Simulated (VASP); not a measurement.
# TaIr2PtAu3 (P4mm) in VASP: a series of runs

The runs below take TaIr2PtAu3 through relaxation of shape and atoms at fixed volume, relaxation of cell and atoms, with PBE.

Program: VASP 6.6.1. These are calculated values, not measurements. Logs are shortened: lines on timing, memory, paths and dates and some standing lists are left out, and cuts for length are marked.

## Step 1: The cell of the first run

The structure is tetragonal, space group P4mm (No. 99). The conventional cell has a = 3.775 Å, b = 3.775 Å, c = 7.745 Å, α = 90.00°, β = 90.00°, γ = 90.00°. Within 3.3 Å of Ta (site symmetry 4mm) lie 4 Ir at 2.48 Å and 4 Au at 2.72 Å. Within 3.3 Å of Ir (site symmetry 2mm) lie 2 Ta at 2.48 Å and 4 Ir at 2.67 Å and 2 Pt at 2.73 Å and 2 Au at 2.81 Å. Within 3.5 Å of Pt (site symmetry 4mm) lie 8 Au at 2.67 to 2.90 Å and 4 Ir at 2.73 Å. Au (site symmetry 4mm) has 4 Pt at 2.67 Å and 4 Au at 2.81 Å and 4 Ir at 2.81 Å within 3.5 Å. Au (site symmetry 2mm) has 6 Au at 2.67 to 2.81 Å and 2 Ta at 2.72 Å and 2 Pt at 2.90 Å and 1 Ir at 3.58 Å within 3.6 Å.

## Step 2: Relaxation of shape and atoms at fixed volume, PBE (15.76 Å³/atom)

File INCAR:

```
SYSTEM = TaIr2PtAu3
ALGO = Fast ; EDIFF = 1E-6
EDIFFG = -0.01 ; ENCUT = 600
GGA = PE ; IBRION = 2
ISIF = 4 ; ISMEAR = 0
LASPH = .TRUE. ; LCHARG = .FALSE.
LREAL = .FALSE. ; LWAVE = .FALSE.
NELM = 100 ; NSW = 50
PREC = Accurate ; SIGMA = 0.1
```

File KPOINTS:

```
k-points
0
G
  8 8 4
  0 0 0
```

File POSCAR:

```
TaIr2PtAu3
1.0
    3.7745247835      0.0000000000      0.0000000000
    0.0000000000      3.7745247835      0.0000000000
    0.0000000000      0.0000000000      7.7448686558
Ta Ir Pt Au
1 2 1 3
Direct
    0.0000000000      0.0000000000      0.9189891177
    0.5000000000      0.0000000000      0.1273611229
    0.0000000000      0.5000000000      0.1273611229
    0.5000000000      0.5000000000      0.3820176166
    0.0000000000      0.0000000000      0.3969707754
    0.5000000000      0.0000000000      0.6655384523
    0.0000000000      0.5000000000      0.6655384523
```

Potentials or basis: VASP PAW PBE potentials, release 64 (Ta_pv, Ir, Pt, Au).

Launch:

```
$ cat potpaw_PBE.64/Ta_pv/POTCAR potpaw_PBE.64/Ir/POTCAR potpaw_PBE.64/Pt/POTCAR potpaw_PBE.64/Au/POTCAR > POTCAR
$ mpirun -np 1 vasp_std > vasp.out
```

OUTCAR:

```text
SYSTEM = TaIr2PtAu3
   EDIFF = 1E-6
   EDIFFG = -0.01
   ENCUT = 600
   GGA = PE
   IBRION = 2
   ISIF = 4
   ISMEAR = 0
   LASPH = .TRUE.
   LREAL = .FALSE.
   NELM = 100
   NSW = 50
   PREC = Accurate

 ion  position               nearest neighbor table
   1  0.000  0.000  0.919-   2 2.48   3 2.48   3 2.48   2 2.48   6 2.72   7 2.72   7 2.72   6 2.72

   2  0.500  0.000  0.127-   1 2.48   1 2.48   3 2.67   3 2.67   3 2.67   3 2.67   4 2.73   4 2.73
                             5 2.81   5 2.81
   3  0.000  0.500  0.127-   1 2.48   1 2.48   2 2.67   2 2.67   2 2.67   2 2.67   4 2.73   4 2.73
                             5 2.81   5 2.81
   4  0.500  0.500  0.382-   5 2.67   5 2.67   5 2.67   5 2.67   3 2.73   3 2.73   2 2.73   2 2.73
                             6 2.90   7 2.90   7 2.90   6 2.90
   5  0.000  0.000  0.397-   4 2.67   4 2.67   4 2.67   4 2.67   7 2.81   7 2.81   6 2.81   6 2.81
                             2 2.81   3 2.81   3 2.81   2 2.81
   6  0.500  0.000  0.666-   7 2.67   7 2.67   7 2.67   7 2.67   1 2.72   1 2.72   5 2.81   5 2.81
                             4 2.90   4 2.90
   7  0.000  0.500  0.666-   6 2.67   6 2.67   6 2.67   6 2.67   1 2.72   1 2.72   5 2.81   5 2.81
                             4 2.90   4 2.90

  LATTYP: Found a simple tetragonal cell.
 ALAT       =     3.7745247835
 C/A-ratio  =     2.0518791371

  Lattice vectors:

 A1 = (   3.7745247835,   0.0000000000,   0.0000000000)
 A2 = (   0.0000000000,   3.7745247835,   0.0000000000)
 A3 = (   0.0000000000,   0.0000000000,   7.7448686558)

Analysis of symmetry for initial positions (statically):
=====================================================================
 Subroutine PRICEL returns:
 Original cell was already a primitive cell.

 Routine SETGRP: Setting up the symmetry group for a
 simple tetragonal supercell.

 Subroutine GETGRP returns: Found  8 space group operations
 (whereof  8 operations were pure point group operations)
 out of a pool of 16 trial point group operations.

The static configuration has the point symmetry C_4v.

Analysis of symmetry for dynamics (positions and initial velocities):
=====================================================================
 Subroutine PRICEL returns:
 Original cell was already a primitive cell.

 Routine SETGRP: Setting up the symmetry group for a
 simple tetragonal supercell.

 Subroutine GETGRP returns: Found  8 space group operations
 (whereof  8 operations were pure point group operations)
 out of a pool of 16 trial point group operations.

The dynamic configuration has the point symmetry C_4v.

 Subroutine INISYM returns: Found  8 space group operations
 (whereof  8 operations are pure point group operations),
 and found     1 'primitive' translations

----------------------------------------------------------------------------------------

                                     Primitive cell

  volume of cell :     110.3414

  direct lattice vectors                    reciprocal lattice vectors
     3.774524783  0.000000000  0.000000000     0.264934014  0.000000000  0.000000000
     0.000000000  3.774524783  0.000000000     0.000000000  0.264934014  0.000000000
     0.000000000  0.000000000  7.744868656     0.000000000  0.000000000  0.129117748

  length of vectors
     3.774524783  3.774524783  7.744868656     0.264934014  0.264934014  0.129117748

  position of ions in fractional coordinates (direct lattice)
     0.000000000  0.000000000  0.918989118
     0.500000000  0.000000000  0.127361123
     0.000000000  0.500000000  0.127361123
     0.500000000  0.500000000  0.382017617
     0.000000000  0.000000000  0.396970775
     0.500000000  0.000000000  0.665538452
     0.000000000  0.500000000  0.665538452

  ion indices of the primitive-cell ions
   primitive index   ion index
                 1           1
                 2           2
                 3           3
                 4           4
                 5           5
                 6           6
                 7           7

----------------------------------------------------------------------------------------

 KPOINTS: k-points

Automatic generation of k-mesh.
 Grid dimensions read from file:
 generate k-points for:    8    8    4

 Generating k-lattice:

  Cartesian coordinates                     Fractional coordinates (reciprocal lattice)
     0.033116752  0.000000000  0.000000000     0.125000000  0.000000000  0.000000000
     0.000000000  0.033116752  0.000000000     0.000000000  0.125000000  0.000000000
     0.000000000  0.000000000  0.032279437     0.000000000  0.000000000  0.250000000

  Length of vectors
     0.033116752  0.033116752  0.032279437

  Shift w.r.t. Gamma in fractional coordinates (k-lattice)
     0.000000000  0.000000000  0.000000000

 Subroutine IBZKPT returns following result:
 ===========================================

 Found     45 irreducible k-points:

 Following reciprocal coordinates:
            Coordinates               Weight
  0.000000  0.000000  0.000000      1.000000
  0.125000  0.000000  0.000000      4.000000
  0.250000  0.000000  0.000000      4.000000
  0.375000  0.000000  0.000000      4.000000
  0.500000  0.000000  0.000000      2.000000
  0.125000  0.125000  0.000000      4.000000
[... 16 lines left out ...]
  0.375000  0.125000  0.250000     16.000000
  0.500000  0.125000  0.250000      8.000000
 [... further k-points ...]
   k-points           NKPTS =     45   k-points in BZ     NKDIM =     45   number of bands    NBANDS=     43
   number of dos      NEDOS =    301   number of ions     NIONS =      7
   total plane-waves  NPLWV =  57600
   dimension x,y,z NGX =    30 NGY =   30 NGZ =   64
   dimension x,y,z NGXF=    60 NGYF=   60 NGZF=  128
   ions per type =               1   2   1   3
   NGX,Y,Z   is equivalent  to a cutoff of  13.21, 13.21, 13.74 a.u.
   NGXF,Y,Z  is equivalent  to a cutoff of  26.43, 26.43, 27.48 a.u.
 SYSTEM =  TaIr2PtAu3
   PREC   = accura    normal or accurate (medium, high low for compatibility)
   ISTART =      0    job   : 0-new  1-cont  2-samecut
   ICHARG =      2    charge: 1-file 2-atom 10-const
   ISPIN  =      1    spin polarized calculation?
   LNONCOLLINEAR =      F non collinear calculations
   LSORBIT =      F    spin-orbit coupling
   LASPH  =      T    aspherical Exc in radial PAW
   ENCUT  =  600.0 eV  44.10 Ry    6.64 a.u.   7.54  7.54 15.47*2*pi/ulx,y,z
   NELM   =    100;   NELMIN=  2; NELMDL= -5     # of ELM steps
   EDIFF  = 0.1E-05   stopping-criterion for ELM
   LREAL  =      F    real-space projection
   EDIFFG = -.1E-01   stopping-criterion for IOM
   NSW    =     50    number of steps for IOM
   IBRION =      2    ionic relax: 0-MD 1-quasi-New 2-CG
   NFREE  =      1    steps in history (QN), initial steepest desc. (CG)
   ISIF   =      4    stress and relaxation
   ISYM   =      2    0-nonsym 1-usesym 2-fastsym
   POTIM  = 0.5000    time-step for ionic-motion
   TEBEG  =    0.0;   TEEND  =   0.0 temperature during run
   PSTRESS=    0.0 pullay stress
   NELECT =      72.0000    total number of electrons
   NUPDOWN=      -1.0000    fix difference up-down
   EMIN   =  10.00;   EMAX   =-10.00  energy-range for DOS
   EFERMI =   0.00;   METHOD = LEGACY
   ISMEAR =     0;   SIGMA  =   0.10  broadening in eV -4-tet -1-fermi 0-gaus
   EFERMI_NEDOS =   21; number of points for ismear=-14 and -15
   IALGO  =     68    algorithm
   IMIX   =      4    mixing-type and parameters
     AMIX     =   0.40;   BMIX     =  1.00
     AMIX_MAG =   1.60;   BMIX_MAG =  1.00
  volume/ion in A,a.u.               =      15.76       106.37
  Fermi-wavevector in a.u.,A,eV,Ry     =   1.419949  2.683315 27.432822  2.016256
  Thomas-Fermi vector in A             =   2.540916
   LORBIT       =      0    0 simple, 1 ext, 2 COOP (PROOUT), +10 PAW based schemes
   GGA     = PE    functional components
   LHFCALC =     F    Hartree Fock is set to
   AEXX    =    0.0000 exact exchange contribution
   IVDW    =     0    specifies the selected vdW correction
   LEPSILON=     F    determine dielectric tensor
   LRPA    =     F    only Hartree local field effects (RPA)
 conjugate gradient relaxation of ions
 non-spin polarized calculation
 RMM-DIIS sequential band-by-band and
 Gauss-broadening in eV      SIGMA  =   0.10
  energy-cutoff  :      600.00
  volume of cell :      110.34
 maximum number of plane-waves:      3719
   NGX = 15   NGY = 15   NGZ = 31

--------------------------------------- Ionic step        1  -------------------------------------------

 number of electron      72.0000009 magnetization

 Free energy of the ion-electron system (eV)
  ---------------------------------------------------
  ext. energy  EPLUGINS =         0.00000000
  ---------------------------------------------------
  free energy    TOTEN  =       -43.81879715 eV

  energy without entropy =      -43.80378780  energy(sigma->0) =      -43.81129247

------------------------ aborting loop because EDIFF is reached ----------------------------------------

  FORCE on cell =-STRESS in cart. coord.  units (eV):
  Direction    XX          YY          ZZ          XY          YZ          ZX
  --------------------------------------------------------------------------------------
  -------------------------------------------------------------------------------------
  Total       22.2368761     22.2368761     22.0502689      0.0000000      0.0000000      0.0000000
  in kB      322.8834156    322.8834156    320.1738466      0.0000000      0.0000000      0.0000000
  external PRESSURE =     321.9802259 kB  Pullay stress =       0.0000000 kB
[... 190 lines left out ...]
  energy  without entropy=      -43.8106838439  energy(sigma->0) =      -43.81808744

--------------------------------------- Ionic step        6  -------------------------------------------

 number of electron      72.0000010 magnetization

 Free energy of the ion-electron system (eV)
  ---------------------------------------------------
  ext. energy  EPLUGINS =         0.00000000
  ---------------------------------------------------
  free energy    TOTEN  =       -43.82559462 eV

  energy without entropy =      -43.81079374  energy(sigma->0) =      -43.81819418

 E-fermi :   9.8105     XC(G=0): -13.1394

 val. band max:        9.7952355121   @ k =   0.1250   0.0000   0.2500
 cond. band min:       9.8168399310   @ k =   0.0000   0.0000   0.0000
 fundamental gap:      0.0216044189
 Fermi energy:         9.8105175506

 k-point     1 :       0.0000    0.0000    0.0000
  band No.  band energies     occupation
      1     -25.1244      2.00000
      2     -24.9837      2.00000
      3     -24.9837      2.00000
      4      -0.8570      2.00000
      5       1.1024      2.00000
      6       1.7578      2.00000
[... 1093 lines left out ...]
     42      12.5839      0.00000
     43      14.0925      0.00000

 [... further k-points ...]
[... 5 lines left out ...]
  --------------------------------------------------------------------------------------
  -------------------------------------------------------------------------------------
  Total       21.8287555     21.8287555     21.8106828      0.0000000      0.0000000      0.0000000
  in kB      316.9574325    316.9574325    316.6950126      0.0000000      0.0000000      0.0000000
  external PRESSURE =     316.8699592 kB  Pullay stress =       0.0000000 kB
[... 22 lines left out ...]
  FREE ENERGIE OF THE ION-ELECTRON SYSTEM (eV)
  ---------------------------------------------------
  free  energy   TOTEN  =       -43.8255946208 eV

  energy  without entropy=      -43.8107937427  energy(sigma->0) =      -43.81819418

 reached required accuracy - stopping structural energy minimisation
```

It took 21 min on 1 thread of Intel Xeon Platinum 8259CL at 2.50GHz (Skylake/Cascade Lake), shared host; peak memory 0.44 GiB.

What came out:

```yaml
Free_energy: -43.8256 eV
Energy_gained_by_relaxing: 1.0 meV/atom
Ionic_steps: 6
Pressure_after_relaxing: 31.7 GPa
Largest_force_after_relaxing: 0.010 eV/Å
Band_gap_on_the_k_mesh: zero (bands 36 and 37 overlap by 2.38 eV)
```

Forces in eV/Å, atoms in the order of the input:
```
Ta   0.000  0.000  0.001
Ir   0.000  0.000  0.002
Ir   0.000  0.000  0.002
Pt   0.000  0.000  0.007
Au   0.000  0.000 -0.010
Au   0.000  0.000 -0.001
Au   0.000  0.000 -0.001
```

The path:
```csv
step,energy change (eV),largest force (eV/Å),pressure (GPa),volume (Å³)
1,0.0000,0.5785,32.20,110.34
2,-0.0032,0.4266,31.49,110.34
3,-0.0059,0.1223,31.76,110.34
4,-0.0067,0.0333,31.70,110.34
5,-0.0067,0.0451,31.69,110.34
6,-0.0068,0.0098,31.69,110.34
```

Final structure:
```xyz
7
Lattice="3.7786 0.0000 0.0000 0.0000 3.7786 0.0000 0.0000 0.0000 7.7281" Properties=species:S:1:pos:R:3 pbc="T T T"
Ta    3.7786    3.7786    7.0849
Ir    1.8893    0.0000    0.9858
Ir    3.7786    1.8893    0.9858
Pt    1.8893    1.8893    2.9660
Au    0.0000    0.0000    3.0690
Au    1.8893    0.0000    5.1429
Au    0.0000    1.8893    5.1429
```

Caveat: spin-orbit coupling is left out, which moves the levels of the heavy elements.

(Continued in part 2 of 2.)

The gap in the log of VASP goes by the Fermi energy; the results here count the filled bands.